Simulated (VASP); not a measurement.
# SiNi3 (P4/mmm) in VASP: single point with PBE

Aim: the single point of SiNi3 with PBE.

All numbers are computed with VASP 6.6.1; they aren't measurements. Logs are shortened: lines on timing, memory, paths and dates and some standing lists are left out, and cuts for length are marked.

### Step 1. The cell of the first run

The structure is tetragonal, space group P4/mmm (No. 123). Conventional cell: a = 3.809 Å, b = 3.809 Å, c = 2.971 Å, α = 90.00°, β = 90.00°, γ = 90.00°. Si (site symmetry 4/mmm) has 12 Ni at 2.42 to 2.69 Å and 2 Si at 2.97 Å within 3.2 Å. Ni (site symmetry mmm) has 4 Si at 2.42 Å and 10 Ni at 2.42 to 2.97 Å within 3.2 Å. Ni (site symmetry 4/mmm) has 10 Ni at 2.42 to 2.97 Å and 4 Si at 2.69 Å within 3.2 Å.

### Step 2. Single point, PBE

Contents of INCAR:

```
PREC = Accurate
ENCUT = 520
EDIFF = 1E-7
ISMEAR = 0
SIGMA = 0.15
LREAL = False
LASPH = True
NELM = 100
ALGO = Fast
ISIF = 2
LWAVE = False
LCHARG = False
GGA = PE
NBANDS = 25
```

Contents of KPOINTS:

```
Automatic mesh
0
Gamma
  16 16 16
```

Contents of POSCAR:

```
SiNi3
1.0
    3.8090137206      0.0000000000      0.0000000000
    0.0000000000      3.8090137206      0.0000000000
    0.0000000000      0.0000000000      2.9710307021
Si Ni
1 3
Direct
    0.0000000000      0.0000000000      0.0000000000
    0.0000000000      0.5000000000      0.5000000000
    0.5000000000      0.0000000000      0.5000000000
    0.5000000000      0.5000000000      0.0000000000
```

Potentials or basis: VASP PAW PBE potentials, release 64 (Si, Ni).

The run is started by

```console
> cat potpaw_PBE.64/Si/POTCAR potpaw_PBE.64/Ni/POTCAR > POTCAR
> mpirun -np 1 vasp_std > vasp.out
```

OUTCAR:

```text
PREC = Accurate
   ENCUT = 520
   EDIFF = 1E-7
   ISMEAR = 0
   LREAL = False
   LASPH = True
   NELM = 100
   ISIF = 2
   GGA = PE

 ion  position               nearest neighbor table
   1  0.000  0.000  0.000-   2 2.42   3 2.42   2 2.42   3 2.42   2 2.42   2 2.42   3 2.42   3 2.42
                             4 2.69   4 2.69   4 2.69   4 2.69
   2  0.000  0.500  0.500-   1 2.42   4 2.42   1 2.42   4 2.42   1 2.42   1 2.42   4 2.42   4 2.42
                             3 2.69   3 2.69   3 2.69   3 2.69
   3  0.500  0.000  0.500-   1 2.42   4 2.42   1 2.42   4 2.42   4 2.42   4 2.42   1 2.42   1 2.42
                             2 2.69   2 2.69   2 2.69   2 2.69
   4  0.500  0.500  0.000-   2 2.42   3 2.42   2 2.42   3 2.42   3 2.42   3 2.42   2 2.42   2 2.42
                             1 2.69   1 2.69   1 2.69   1 2.69

  LATTYP: Found a simple tetragonal cell.
 ALAT       =     3.8090137206
 C/A-ratio  =     0.7800000000

  Lattice vectors:

 A1 = (   3.8090137206,   0.0000000000,   0.0000000000)
 A2 = (   0.0000000000,   3.8090137206,   0.0000000000)
 A3 = (   0.0000000000,   0.0000000000,   2.9710307021)

Analysis of symmetry for initial positions (statically):
=====================================================================
 Subroutine PRICEL returns:
 Original cell was already a primitive cell.

 Routine SETGRP: Setting up the symmetry group for a
 simple tetragonal supercell.

 Subroutine GETGRP returns: Found 16 space group operations
 (whereof 16 operations were pure point group operations)
 out of a pool of 16 trial point group operations.

The static configuration has the point symmetry D_4h.

Analysis of symmetry for dynamics (positions and initial velocities):
=====================================================================
 Subroutine PRICEL returns:
 Original cell was already a primitive cell.

 Routine SETGRP: Setting up the symmetry group for a
 simple tetragonal supercell.

 Subroutine GETGRP returns: Found 16 space group operations
 (whereof 16 operations were pure point group operations)
 out of a pool of 16 trial point group operations.

The dynamic configuration has the point symmetry D_4h.

 Subroutine INISYM returns: Found 16 space group operations
 (whereof 16 operations are pure point group operations),
 and found     1 'primitive' translations

----------------------------------------------------------------------------------------

                                     Primitive cell

  volume of cell :      43.1055

  direct lattice vectors                    reciprocal lattice vectors
     3.809013721  0.000000000  0.000000000     0.262535153  0.000000000  0.000000000
     0.000000000  3.809013721  0.000000000     0.000000000  0.262535153  0.000000000
     0.000000000  0.000000000  2.971030702     0.000000000  0.000000000  0.336583530

  length of vectors
     3.809013721  3.809013721  2.971030702     0.262535153  0.262535153  0.336583530

  position of ions in fractional coordinates (direct lattice)
     0.000000000  0.000000000  0.000000000
     0.000000000  0.500000000  0.500000000
     0.500000000  0.000000000  0.500000000
     0.500000000  0.500000000  0.000000000

  ion indices of the primitive-cell ions
   primitive index   ion index
                 1           1
                 2           2
                 3           3
                 4           4

----------------------------------------------------------------------------------------

 KPOINTS: Automatic mesh

Automatic generation of k-mesh.
 Grid dimensions read from file:
 generate k-points for:   16   16   16

 Generating k-lattice:

  Cartesian coordinates                     Fractional coordinates (reciprocal lattice)
     0.016408447  0.000000000  0.000000000     0.062500000  0.000000000  0.000000000
     0.000000000  0.016408447  0.000000000     0.000000000  0.062500000  0.000000000
     0.000000000  0.000000000  0.021036471     0.000000000  0.000000000  0.062500000

  Length of vectors
     0.016408447  0.016408447  0.021036471

  Shift w.r.t. Gamma in fractional coordinates (k-lattice)
     0.000000000  0.000000000  0.000000000

 Subroutine IBZKPT returns following result:
 ===========================================

 Found    405 irreducible k-points:

 Following reciprocal coordinates:
            Coordinates               Weight
  0.000000  0.000000  0.000000      1.000000
  0.062500  0.000000  0.000000      4.000000
  0.125000  0.000000  0.000000      4.000000
  0.187500  0.000000  0.000000      4.000000
  0.250000  0.000000  0.000000      4.000000
  0.312500  0.000000  0.000000      4.000000
[... 16 lines left out ...]
  0.437500  0.125000  0.000000      8.000000
  0.500000  0.125000  0.000000      4.000000
 [... further k-points ...]
   k-points           NKPTS =    405   k-points in BZ     NKDIM =    405   number of bands    NBANDS=     25
   number of dos      NEDOS =    301   number of ions     NIONS =      4
   total plane-waves  NPLWV =  18816
   dimension x,y,z NGX =    28 NGY =   28 NGZ =   24
   dimension x,y,z NGXF=    56 NGYF=   56 NGZF=   48
   ions per type =               1   3
   NGX,Y,Z   is equivalent  to a cutoff of  12.22, 12.22, 13.43 a.u.
   NGXF,Y,Z  is equivalent  to a cutoff of  24.44, 24.44, 26.86 a.u.
 SYSTEM =  unknown system
   PREC   = accura    normal or accurate (medium, high low for compatibility)
   ISTART =      0    job   : 0-new  1-cont  2-samecut
   ICHARG =      2    charge: 1-file 2-atom 10-const
   ISPIN  =      1    spin polarized calculation?
   LNONCOLLINEAR =      F non collinear calculations
   LSORBIT =      F    spin-orbit coupling
   LASPH  =      T    aspherical Exc in radial PAW
   ENCUT  =  520.0 eV  38.22 Ry    6.18 a.u.   7.08  7.08  5.52*2*pi/ulx,y,z
   NELM   =    100;   NELMIN=  2; NELMDL= -5     # of ELM steps
   EDIFF  = 0.1E-06   stopping-criterion for ELM
   LREAL  =      F    real-space projection
   EDIFFG = 0.1E-05   stopping-criterion for IOM
   NSW    =      0    number of steps for IOM
   IBRION =     -1    ionic relax: 0-MD 1-quasi-New 2-CG
   NFREE  =      0    steps in history (QN), initial steepest desc. (CG)
   ISIF   =      2    stress and relaxation
   ISYM   =      2    0-nonsym 1-usesym 2-fastsym
   POTIM  = 0.5000    time-step for ionic-motion
   TEBEG  =    0.0;   TEEND  =   0.0 temperature during run
   PSTRESS=    0.0 pullay stress
   NELECT =      34.0000    total number of electrons
   NUPDOWN=      -1.0000    fix difference up-down
   EMIN   =  10.00;   EMAX   =-10.00  energy-range for DOS
   EFERMI =   0.00;   METHOD = LEGACY
   ISMEAR =     0;   SIGMA  =   0.15  broadening in eV -4-tet -1-fermi 0-gaus
   EFERMI_NEDOS =   21; number of points for ismear=-14 and -15
   IALGO  =     68    algorithm
   IMIX   =      4    mixing-type and parameters
     AMIX     =   0.40;   BMIX     =  1.00
     AMIX_MAG =   1.60;   BMIX_MAG =  1.00
  volume/ion in A,a.u.               =      10.78        72.72
  Fermi-wavevector in a.u.,A,eV,Ry     =   1.512599  2.858397 31.129517  2.287955
  Thomas-Fermi vector in A             =   2.622502
   LORBIT       =      0    0 simple, 1 ext, 2 COOP (PROOUT), +10 PAW based schemes
   GGA     = PE    functional components
   LHFCALC =     F    Hartree Fock is set to
   AEXX    =    0.0000 exact exchange contribution
   IVDW    =     0    specifies the selected vdW correction
   LEPSILON=     F    determine dielectric tensor
   LRPA    =     F    only Hartree local field effects (RPA)
 non-spin polarized calculation
 RMM-DIIS sequential band-by-band and
 Gauss-broadening in eV      SIGMA  =   0.15
  energy-cutoff  :      520.00
  volume of cell :       43.11
 maximum number of plane-waves:      1188
   NGX = 15   NGY = 15   NGZ = 11

 number of electron      34.0000022 magnetization

 Free energy of the ion-electron system (eV)
  ---------------------------------------------------
  ext. energy  EPLUGINS =         0.00000000
  ---------------------------------------------------
  free energy    TOTEN  =       -23.21325006 eV

  energy without entropy =      -23.17655483  energy(sigma->0) =      -23.19490245

 E-fermi :  10.7728     XC(G=0): -13.0939

 val. band max:       10.7700736140   @ k =   0.1250   0.0625   0.0625
 cond. band min:      10.7729614388   @ k =   0.4375   0.3750   0.3750
 fundamental gap:      0.0028878247
 Fermi energy:        10.7727863570

 k-point     1 :       0.0000    0.0000    0.0000
  band No.  band energies     occupation
      1      -1.3770      2.00000
      2       5.6432      2.00000
      3       6.5222      2.00000
      4       6.8105      2.00000
      5       6.9330      2.00000
      6       7.6295      2.00000
[... 17 lines left out ...]
     24      19.7784      0.00000
     25      22.5866      0.00000

 k-point     2 :       0.0625    0.0000    0.0000
  band No.  band energies     occupation
      1      -1.3402      2.00000
      2       5.6178      2.00000
      3       6.4549      2.00000
      4       6.8139      2.00000
      5       6.9113      2.00000
      6       7.6375      2.00000
[... 17 lines left out ...]
     24      19.7755      0.00000
     25      22.8650      0.00000

 k-point     3 :       0.1250    0.0000    0.0000
  band No.  band energies     occupation
      1      -1.2309      2.00000
      2       5.4695      2.00000
      3       6.3162      2.00000
      4       6.8519      2.00000
      5       6.8582      2.00000
      6       7.6609      2.00000
[... 17 lines left out ...]
     24      19.7558      0.00000
     25      23.3506      0.00000

 k-point     4 :       0.1875    0.0000    0.0000
  band No.  band energies     occupation
      1      -1.0531      2.00000
      2       5.0757      2.00000
      3       6.2870      2.00000
      4       6.7685      2.00000
      5       6.9522      2.00000
      6       7.6976      2.00000
[... 17 lines left out ...]
     24      19.7184      0.00000
     25      22.5962      0.00000
[... 477 lines left out ...]
 k-point    22 :       0.3750    0.1250    0.0000
  band No.  band energies     occupation
      1      -0.1000      2.00000
      2       3.4731      2.00000
      3       6.0938      2.00000
      4       6.7446      2.00000
      5       7.4693      2.00000
      6       7.8595      2.00000
[... 17 lines left out ...]
     24      20.4895      0.00000
     25      21.0862      0.00000

 k-point    23 :       0.4375    0.1250    0.0000
  band No.  band energies     occupation
      1       0.1472      2.00000
      2       3.0670      2.00000
      3       6.1141      2.00000
      4       6.8127      2.00000
      5       7.6122      2.00000
      6       7.9206      2.00000
[... 17 lines left out ...]
     24      19.9734      0.00000
     25      22.1517      0.00000

 k-point    24 :       0.5000    0.1250    0.0000
  band No.  band energies     occupation
      1       0.2499      2.00000
      2       2.9100      2.00000
      3       6.1186      2.00000
      4       6.8416      2.00000
      5       7.6778      2.00000
      6       7.9657      2.00000
[... 17 lines left out ...]
     24      19.7728      0.00000
     25      22.9149      0.00000

 [... further k-points ...]
[... 5 lines left out ...]
  --------------------------------------------------------------------------------------
  -------------------------------------------------------------------------------------
  Total       -0.4203642     -0.4203642      2.8912461      0.0000000      0.0000000      0.0000000
  in kB      -15.6244282    -15.6244282    107.4641062      0.0000000      0.0000000      0.0000000
  external PRESSURE =      25.4050833 kB  Pullay stress =       0.0000000 kB

 VOLUME and BASIS-vectors are now :
 -----------------------------------------------------------------------------
  energy-cutoff  :      520.00
  volume of cell :       43.11
      direct lattice vectors                 reciprocal lattice vectors
     3.809013721  0.000000000  0.000000000     0.262535153  0.000000000  0.000000000
     0.000000000  3.809013721  0.000000000     0.000000000  0.262535153  0.000000000
     0.000000000  0.000000000  2.971030702     0.000000000  0.000000000  0.336583530

 POSITION                                       TOTAL-FORCE (eV/Angst)
 -----------------------------------------------------------------------------------
      0.00000      0.00000      0.00000         0.000000      0.000000      0.000000
      0.00000      1.90451      1.48552         0.000000      0.000000      0.000000
      1.90451      0.00000      1.48552         0.000000      0.000000      0.000000
      1.90451      1.90451      0.00000         0.000000      0.000000      0.000000
 -----------------------------------------------------------------------------------
    total drift:                                0.000000      0.000000      0.000000

  FREE ENERGIE OF THE ION-ELECTRON SYSTEM (eV)
  ---------------------------------------------------
  free  energy   TOTEN  =       -23.2132500647 eV

  energy  without entropy=      -23.1765548299  energy(sigma->0) =      -23.19490245
```

It took 4.5 min on 1 thread of Intel Xeon Platinum 8375C at 2.90GHz (Ice Lake), shared host; peak memory 0.44 GiB.

What came out:

```
Free energy            : -23.2133 eV
Pressure               : 2.5 GPa
Band gap on the k mesh : zero (bands 17 and 18 overlap by 0.89 eV)
```
